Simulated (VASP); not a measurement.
# TiC (R-3m) in VASP: a series of runs

TiC is run at these levels: PBE; tasks: single point, relaxation of cell and atoms.

All numbers are computed with VASP 6.6.1; they aren't measurements. Logs are shortened: lines on timing, memory, paths and dates and some standing lists are left out, and cuts for length are marked.

## (1) The cell of the first run

Symmetry: R-3m, No. 166, trigonal system. The conventional cell has a = 3.100 Å, b = 3.100 Å, c = 14.609 Å, α = 90.00°, β = 90.00°, γ = 120.00°. Within 2.7 Å of Ti (site symmetry 3m) lie 6 C at 2.02 to 2.34 Å and 3 Ti at 2.59 Å. C (site symmetry -3m) has 6 Ti at 2.34 Å and 12 C at 3.02 to 3.10 Å within 3.1 Å. Within 2.7 Å of C (site symmetry -3m) lie 6 Ti at 2.02 Å.

## (2) Single point, PBE

The input, INCAR:

```
SYSTEM = TiC
  ALGO = Normal
  EDIFF = 1E-7
  ENCUT = 520
  GGA = PE
  ISIF = 2
  ISMEAR = 0
  LASPH = .TRUE.
  LCHARG = .TRUE.
  LELF = .TRUE.
  LREAL = .FALSE.
  LVHAR = .TRUE.
  LWAVE = .FALSE.
  NBANDS = 24
  NELM = 100
  PREC = Accurate
  SIGMA = 0.1
```

The input, KPOINTS:

```
k-points
0
G
  6 6 6
  0 0 0
```

The input, POSCAR:

```
TiC
1.0
    1.5497626000      0.8947558600      4.8696250800
   -1.5497626000      0.8947558600      4.8696250800
    0.0000000000     -1.7895117100      4.8696250800
Ti C
2 2
Direct
    0.2693428300      0.2693428300      0.2693428300
    0.7306571700      0.7306571700      0.7306571700
    0.5000000000      0.5000000000      0.5000000000
    0.0000000000      0.0000000000      0.0000000000
```

Potentials or basis: VASP PAW PBE potentials, release 64 (Ti_sv, C).

Started as:

```sh
$ cat potpaw_PBE.64/Ti_sv/POTCAR potpaw_PBE.64/C/POTCAR > POTCAR
$ mpirun -np 1 vasp_std > vasp.out
```

OUTCAR:

```text
SYSTEM = TiC
   EDIFF = 1E-7
   ENCUT = 520
   GGA = PE
   ISIF = 2
   ISMEAR = 0
   LASPH = .TRUE.
   LREAL = .FALSE.
   NELM = 100
   PREC = Accurate

 ion  position               nearest neighbor table
   1  0.269  0.269  0.269-   4 2.02   4 2.02   4 2.02   3 2.34   3 2.34   3 2.34   2 2.59   2 2.59
                             2 2.59
   2  0.731  0.731  0.731-   4 2.02   4 2.02   4 2.02   3 2.34   3 2.34   3 2.34   1 2.59   1 2.59
                             1 2.59
   3  0.500  0.500  0.500-   1 2.34   1 2.34   2 2.34   2 2.34   1 2.34   2 2.34
   4  0.000  0.000  0.000-   2 2.02   2 2.02   1 2.02   1 2.02   2 2.02   1 2.02

  LATTYP: Found a trigonal (rhomboedric) cell.
 ALAT       =     5.1880247287
 COS(alpha) =     0.8215336776

  Lattice vectors:

 A1 = (   1.5497626000,   0.8947558600,   4.8696250800)
 A2 = (  -1.5497626000,   0.8947558600,   4.8696250800)
 A3 = (   0.0000000000,  -1.7895117100,   4.8696250800)

Analysis of symmetry for initial positions (statically):
=====================================================================
 Subroutine PRICEL returns:
 Original cell was already a primitive cell.

 Routine SETGRP: Setting up the symmetry group for a
 trigonal (rhombohedral) supercell.

 Subroutine GETGRP returns: Found 12 space group operations
 (whereof 12 operations were pure point group operations)
 out of a pool of 12 trial point group operations.

The static configuration has the point symmetry D_3d.

Analysis of symmetry for dynamics (positions and initial velocities):
=====================================================================
 Subroutine PRICEL returns:
 Original cell was already a primitive cell.

 Routine SETGRP: Setting up the symmetry group for a
 trigonal (rhombohedral) supercell.

 Subroutine GETGRP returns: Found 12 space group operations
 (whereof 12 operations were pure point group operations)
 out of a pool of 12 trial point group operations.

The dynamic configuration has the point symmetry D_3d.

 Subroutine INISYM returns: Found 12 space group operations
 (whereof 12 operations are pure point group operations),
 and found     1 'primitive' translations

----------------------------------------------------------------------------------------

                                     Primitive cell

  volume of cell :      40.5151

  direct lattice vectors                    reciprocal lattice vectors
     1.549762600  0.894755860  4.869625080     0.322630060  0.186270551  0.068451539
    -1.549762600  0.894755860  4.869625080    -0.322630060  0.186270551  0.068451539
     0.000000000 -1.789511710  4.869625080     0.000000000 -0.372541103  0.068451540

  length of vectors
     5.188024729  5.188024729  5.188024728     0.378777622  0.378777622  0.378777621

  position of ions in fractional coordinates (direct lattice)
     0.269342830  0.269342830  0.269342830
     0.730657170  0.730657170  0.730657170
     0.500000000  0.500000000  0.500000000
     0.000000000  0.000000000  0.000000000

  ion indices of the primitive-cell ions
   primitive index   ion index
                 1           1
                 2           2
                 3           3
                 4           4

----------------------------------------------------------------------------------------

 KPOINTS: k-points

Automatic generation of k-mesh.
 Grid dimensions read from file:
 generate k-points for:    6    6    6

 Generating k-lattice:

  Cartesian coordinates                     Fractional coordinates (reciprocal lattice)
     0.053771677  0.031045092  0.011408590     0.166666667  0.000000000 -0.000000000
    -0.053771677  0.031045092  0.011408590     0.000000000  0.166666667 -0.000000000
     0.000000000 -0.062090184  0.011408590     0.000000000  0.000000000  0.166666667

  Length of vectors
     0.063129604  0.063129604  0.063129604

  Shift w.r.t. Gamma in fractional coordinates (k-lattice)
     0.000000000  0.000000000  0.000000000

 Subroutine IBZKPT returns following result:
 ===========================================

 Found     32 irreducible k-points:

 Following reciprocal coordinates:
            Coordinates               Weight
  0.000000  0.000000  0.000000      1.000000
  0.166667 -0.000000 -0.000000      6.000000
  0.333333 -0.000000 -0.000000      6.000000
  0.500000 -0.000000  0.000000      3.000000
  0.166667  0.166667 -0.000000      6.000000
  0.333333  0.166667 -0.000000     12.000000
[... 16 lines left out ...]
  0.500000  0.500000  0.166667      6.000000
 -0.333333  0.500000  0.166667     12.000000
 [... further k-points ...]
   k-points           NKPTS =     32   k-points in BZ     NKDIM =     32   number of bands    NBANDS=     24
   number of dos      NEDOS =    301   number of ions     NIONS =      4
   total plane-waves  NPLWV =  64000
   dimension x,y,z NGX =    40 NGY =   40 NGZ =   40
   dimension x,y,z NGXF=    80 NGYF=   80 NGZF=   80
   ions per type =               2   2
   NGX,Y,Z   is equivalent  to a cutoff of  12.82, 12.82, 12.82 a.u.
   NGXF,Y,Z  is equivalent  to a cutoff of  25.64, 25.64, 25.64 a.u.
 SYSTEM =  TiC
   PREC   = accura    normal or accurate (medium, high low for compatibility)
   ISTART =      0    job   : 0-new  1-cont  2-samecut
   ICHARG =      2    charge: 1-file 2-atom 10-const
   ISPIN  =      1    spin polarized calculation?
   LNONCOLLINEAR =      F non collinear calculations
   LSORBIT =      F    spin-orbit coupling
   LASPH  =      T    aspherical Exc in radial PAW
   ENCUT  =  520.0 eV  38.22 Ry    6.18 a.u.   9.65  9.65  9.65*2*pi/ulx,y,z
   NELM   =    100;   NELMIN=  2; NELMDL= -5     # of ELM steps
   EDIFF  = 0.1E-06   stopping-criterion for ELM
   LREAL  =      F    real-space projection
   EDIFFG = 0.1E-05   stopping-criterion for IOM
   NSW    =      0    number of steps for IOM
   IBRION =     -1    ionic relax: 0-MD 1-quasi-New 2-CG
   NFREE  =      0    steps in history (QN), initial steepest desc. (CG)
   ISIF   =      2    stress and relaxation
   ISYM   =      2    0-nonsym 1-usesym 2-fastsym
   POTIM  = 0.5000    time-step for ionic-motion
   TEBEG  =    0.0;   TEEND  =   0.0 temperature during run
   PSTRESS=    0.0 pullay stress
   NELECT =      32.0000    total number of electrons
   NUPDOWN=      -1.0000    fix difference up-down
   EMIN   =  10.00;   EMAX   =-10.00  energy-range for DOS
   EFERMI =   0.00;   METHOD = LEGACY
   ISMEAR =     0;   SIGMA  =   0.10  broadening in eV -4-tet -1-fermi 0-gaus
   EFERMI_NEDOS =   21; number of points for ismear=-14 and -15
   IALGO  =     38    algorithm
   IMIX   =      4    mixing-type and parameters
     AMIX     =   0.40;   BMIX     =  1.00
     AMIX_MAG =   1.60;   BMIX_MAG =  1.00
  volume/ion in A,a.u.               =      10.13        68.35
  Fermi-wavevector in a.u.,A,eV,Ry     =   1.513280  2.859685 31.157569  2.290017
  Thomas-Fermi vector in A             =   2.623092
   LORBIT       =      0    0 simple, 1 ext, 2 COOP (PROOUT), +10 PAW based schemes
   GGA     = PE    functional components
   LHFCALC =     F    Hartree Fock is set to
   AEXX    =    0.0000 exact exchange contribution
   IVDW    =     0    specifies the selected vdW correction
   LEPSILON=     F    determine dielectric tensor
   LRPA    =     F    only Hartree local field effects (RPA)
 non-spin polarized calculation
 Gauss-broadening in eV      SIGMA  =   0.10
  energy-cutoff  :      520.00
  volume of cell :       40.52
 maximum number of plane-waves:      1100
 NGX is ok and might be reduce to    40
   NGX = 19   NGY = 19   NGZ = 19

 number of electron      31.9999999 magnetization

 Free energy of the ion-electron system (eV)
  ---------------------------------------------------
  ext. energy  EPLUGINS =         0.00000000
  ---------------------------------------------------
  free energy    TOTEN  =       -34.51453939 eV

  energy without entropy =      -34.50390660  energy(sigma->0) =      -34.50922299

 E-fermi :   9.2359     XC(G=0): -12.6439

 val. band max:        9.2250348162   @ k =  -0.3333  -0.3333   0.1667
 cond. band min:       9.2785448324   @ k =   0.3333   0.3333   0.3333
 fundamental gap:      0.0535100162
 Fermi energy:         9.2359145324

 k-point     1 :       0.0000    0.0000    0.0000
  band No.  band energies     occupation
      1     -47.2001      2.00000
      2     -46.9428      2.00000
      3     -23.8350      2.00000
      4     -23.3179      2.00000
      5     -23.3179      2.00000
      6     -23.1064      2.00000
[... 16 lines left out ...]
     23      13.0744      0.00000
     24      13.8743      0.00000

 k-point     2 :       0.1667   -0.0000   -0.0000
  band No.  band energies     occupation
      1     -47.1737      2.00000
      2     -46.9469      2.00000
      3     -23.8121      2.00000
      4     -23.4576      2.00000
      5     -23.3669      2.00000
      6     -23.1621      2.00000
[... 16 lines left out ...]
     23      13.4349      0.00000
     24      14.7975      0.00000

 k-point     3 :       0.3333   -0.0000   -0.0000
  band No.  band energies     occupation
      1     -47.1114      2.00000
      2     -46.9643      2.00000
      3     -23.8088      2.00000
      4     -23.6771      2.00000
      5     -23.4513      2.00000
      6     -23.2177      2.00000
[... 16 lines left out ...]
     23      14.4223      0.00000
     24      14.8071      0.00000
[... 514 lines left out ...]
 k-point    23 :       0.5000    0.5000    0.1667
  band No.  band energies     occupation
      1     -47.1096      2.00000
      2     -46.9661      2.00000
      3     -23.8187      2.00000
      4     -23.7098      2.00000
      5     -23.4601      2.00000
      6     -23.1748      2.00000
[... 16 lines left out ...]
     23      13.9505      0.00000
     24      15.5330      0.00000

 k-point    24 :      -0.3333    0.5000    0.1667
  band No.  band energies     occupation
      1     -47.0680      2.00000
      2     -46.9852      2.00000
      3     -23.8360      2.00000
      4     -23.7471      2.00000
      5     -23.5708      2.00000
      6     -23.1736      2.00000
[... 16 lines left out ...]
     23      14.7665      0.00000
     24      15.0494      0.00000

 [... further k-points ...]

------------------------ aborting loop because EDIFF is reached ----------------------------------------

  FORCE on cell =-STRESS in cart. coord.  units (eV):
  Direction    XX          YY          ZZ          XY          YZ          ZX
  --------------------------------------------------------------------------------------
  -------------------------------------------------------------------------------------
  Total        4.9180330      4.9180330      7.4434041      0.0000000      0.0000000      0.0000000
  in kB      194.4847350    194.4847361    294.3511119      0.0000000      0.0000002      0.0000000
  external PRESSURE =     227.7735277 kB  Pullay stress =       0.0000000 kB

 VOLUME and BASIS-vectors are now :
 -----------------------------------------------------------------------------
  energy-cutoff  :      520.00
  volume of cell :       40.52
      direct lattice vectors                 reciprocal lattice vectors
     1.549762600  0.894755860  4.869625080     0.322630060  0.186270551  0.068451539
    -1.549762600  0.894755860  4.869625080    -0.322630060  0.186270551  0.068451539
     0.000000000 -1.789511710  4.869625080     0.000000000 -0.372541103  0.068451540

 POSITION                                       TOTAL-FORCE (eV/Angst)
 -----------------------------------------------------------------------------------
      0.00000      0.00000      3.93480        -0.000000     -0.000000     -9.468759
      0.00000      0.00000     10.67408        -0.000000      0.000000      9.468759
      0.00000      0.00000      7.30444         0.000000      0.000000      0.000000
      0.00000      0.00000      0.00000        -0.000000      0.000000     -0.000000
 -----------------------------------------------------------------------------------
    total drift:                                0.000000     -0.000000      0.000000

  FREE ENERGIE OF THE ION-ELECTRON SYSTEM (eV)
  ---------------------------------------------------
  free  energy   TOTEN  =       -34.5145393892 eV

  energy  without entropy=      -34.5039066003  energy(sigma->0) =      -34.50922299
```

Run time: 73 s. Hardware: 1 thread of Intel Xeon Platinum 8259CL at 2.50GHz (Skylake/Cascade Lake), shared host; peak memory 0.23 GiB.

What came out:

* Free energy: -34.5145 eV
* Pressure: 22.8 GPa
* Largest force: 9.469 eV/Å
* Band gap on the k mesh: zero (bands 16 and 17 overlap by 1.25 eV)

Forces in eV/Å, atoms in the order of the input:
```
Ti   0.000  0.000 -9.469
Ti   0.000  0.000  9.469
C    0.000  0.000  0.000
C    0.000  0.000  0.000
```

Caveat: the k points lie up to 0.40 Å⁻¹ apart, too coarse for converged energies and pressures of a metal; forces of over 1 eV/Å act on the atoms, so gaps and moduli don't describe the material at rest.

## (3) Relaxation of cell and atoms, PBE

The input, INCAR:

```
SYSTEM = TiC
ALGO = Normal ; EDIFF = 1E-6
EDIFFG = -0.04 ; ENCUT = 600
GGA = PE ; IBRION = 2
ISIF = 3 ; ISMEAR = 0
LASPH = .TRUE. ; LCHARG = .FALSE.
LREAL = .FALSE. ; LWAVE = .FALSE.
NELM = 80 ; NSW = 90
PREC = Accurate ; SIGMA = 0.1
```

KPOINTS is that of step 2.

POSCAR is that of step 2.

Potentials or basis: VASP PAW PBE potentials, release 64 (Ti_sv, C).

Started as:

```sh
$ cat potpaw_PBE.64/Ti_sv/POTCAR potpaw_PBE.64/C/POTCAR > POTCAR
$ mpirun -np 1 vasp_std > vasp.out
```

It took 10 min on 1 thread of Intel Xeon Platinum 8259CL at 2.50GHz (Skylake/Cascade Lake), shared host; peak memory 0.29 GiB.

The run converged. Its results:

```
Free energy                           : -37.4058 eV
Relaxed volume                        : 10.17 Å³/atom
Relaxed cell                          : a = 5.276 Å, b = 5.276 Å, c = 5.276 Å, α = 33.88°, β = 33.88°, γ = 33.88°
Space group after relaxing (to 0.1 Å) : Fm-3m (No. 225)
Energy gained by relaxing             : 722.6 meV/atom
Ionic steps                           : 9
Pressure after relaxing               : 0.1 GPa
Band gap on the k mesh                : zero (bands 16 and 17 overlap by 1.06 eV)
```

Stress tensor (GPa, compression positive):
```
-0.19  0.00  0.00
 0.00 -0.19  0.00
 0.00  0.00  0.62
```

The path:
```tsv
step	energy change (eV)	largest force (eV/Å)	pressure (GPa)	volume (Å³)
1	0.0000	9.4696	22.65	40.52
2	-1.0877	3.7796	-27.18	49.49
3	-2.5536	0.6665	-20.74	45.13
4	-2.5629	1.0564	-19.63	44.87
5	-2.6040	2.6471	18.08	38.33
6	-2.8747	0.5777	-3.15	41.25
7	-2.8747	0.6185	-2.75	41.18
8	-2.8861	0.3329	1.62	40.44
9	-2.8902	0.0010	0.08	40.69
```

Final structure:
```
Ti C
1.0
     1.53750    0.88767    4.96883
    -1.53750    0.88767    4.96883
     0.00000   -1.77535    4.96883
Ti C
2 2
Direct
  0.25000 0.25000 0.25000
  0.75000 0.75000 0.75000
  0.50000 0.50000 0.50000
  0.00000 0.00000 0.00000
```

Levels at points of the mesh, in eV from the Fermi level:
```csv
k point,band 14,band 15,band 16,band 17,band 18,band 19
"(0.00, 0.00, 0.00)",0.67,0.67,0.77,1.67,1.67,1.73
"(0.50, 0.00, 0.00)",-2.85,-1.88,-1.88,1.53,1.53,3.14
"(0.50, 0.50, 0.00)",-2.80,-1.60,-0.06,0.03,2.71,2.88
"(0.50, 0.50, 0.50)",-1.72,-1.72,-1.72,1.76,1.76,1.76
```

Caveat: the k points lie up to 0.40 Å⁻¹ apart in the final cell, too coarse for converged energies and pressures of a metal.
